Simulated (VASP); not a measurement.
Here is a VASP 6.6.1 calculation.

INCAR

```
PREC = Accurate
ENCUT = 500
EDIFF = 1E-6
ISMEAR = 0
SIGMA = 0.01
LREAL = False
LASPH = True
NELM = 120
ALGO = Normal
ISIF = 2
LWAVE = False
LCHARG = False
GGA = PS
NBANDS = 11
GGA_COMPAT = False
```

KPOINTS

```
regular mesh
0
Gamma
  10 10 10
```

File POSCAR:

```
BP
1.0
    0.0000000000      2.2899519552      2.2899519552
    2.2899519552      0.0000000000      2.2899519552
    2.2899519552      2.2899519552      0.0000000000
B P
1 1
Direct
    0.0000000000      0.0000000000      0.0000000000
    0.2500000000      0.2500000000      0.2500000000
```

Potentials or basis: VASP PAW PBE potentials, release 64 (B, P).

Command:

```sh
$ cat potpaw_PBE.64/B/POTCAR potpaw_PBE.64/P/POTCAR > POTCAR
$ mpirun -np 1 vasp_std > vasp.out
```

Q: Estimate the pressure.

A: -6.1 GPa.

Q: Estimate the band gap on the k mesh.

A: 1.17 eV, indirect (least direct gap 3.32 eV).

Caveat: the PAW data sets were made with another functional, which shifts forces and pressure a little. A k mesh can miss the band edges.
